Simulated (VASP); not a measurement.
Write the native input for VASP 6.6.1 that does the following.

* Task: single point
* Functional: PBE
* Potentials or basis: VASP PAW PBE potentials, release 64 (In_d, C, Au, N)
* Cutoff: 520 eV
* k mesh: 4 × 4 × 4
* Occupations: gaussian, width 0.1 eV
* Spin: no spin polarisation
* Dipole correction: no
* Further INCAR settings: ALGO = Normal; EDIFF = 1e-07; NBANDS = 41

The structure of InAuC4N4 lies in POSCAR:

```
InAuC4N4
1.0
    5.9796167400      0.0000000000      0.0000000000
    0.0000000000      5.9796167400      0.0000000000
    0.0000000000      0.0000000000      5.9796167400
In C Au N
1 4 1 4
Direct
    0.0000000000      0.0000000000      0.0000000000
    0.1932026600      0.1932026600      0.1932026600
    0.1932026600      0.8067973400      0.8067973400
    0.8067973400      0.1932026600      0.8067973400
    0.8067973400      0.8067973400      0.1932026600
    0.5000000000      0.5000000000      0.5000000000
    0.3061697400      0.3061697400      0.3061697400
    0.3061697400      0.6938302600      0.6938302600
    0.6938302600      0.3061697400      0.6938302600
    0.6938302600      0.6938302600      0.3061697400
```

One way to write it, as run:

INCAR

```
SYSTEM = InAuC4N4
PREC     = Accurate       ! precision mode
ENCUT    = 520            ! plane-wave cutoff, eV
EDIFF    = 1E-7           ! SCF threshold, eV
ISMEAR   = 0              ! smearing method
SIGMA    = 0.1            ! smearing width, eV
LREAL    = .FALSE.        ! projectors in reciprocal space
LASPH    = .TRUE.         ! aspherical terms in the spheres
NELM     = 100            ! most SCF steps
ALGO     = Normal         ! electronic algorithm
ISIF     = 2              ! what is computed and relaxed
LWAVE    = .FALSE.        ! write WAVECAR
LCHARG   = .FALSE.        ! write CHGCAR
GGA      = PE             ! functional
NBANDS   = 41             ! bands
```

KPOINTS

```
regular mesh
0
G
  4 4 4
  0 0 0
```

Potentials or basis: VASP PAW PBE potentials, release 64 (In_d, C, Au, N).

Command:

```sh
$ cat potpaw_PBE.64/In_d/POTCAR potpaw_PBE.64/C/POTCAR potpaw_PBE.64/Au/POTCAR potpaw_PBE.64/N/POTCAR > POTCAR
$ mpirun -np 1 vasp_std > vasp.out
```

Results of the run:

```json
{
  "Pressure": "9.2 GPa",
  "Largest force": "2.914 eV/Å",
  "Band gap on the k mesh": "3.61 eV (least direct gap 3.63 eV)"
}
```

Caveat: the cell stands under pressure; spin-orbit coupling is left out, which moves the levels of the heavy elements; forces of over 1 eV/Å act on the atoms, so gaps and moduli don't describe the material at rest.

Run time: 69 s on 1 thread of Intel(R) Xeon(R) 6975P-C (Granite Rapids), with other jobs on the host, peak memory 0.37 GiB.
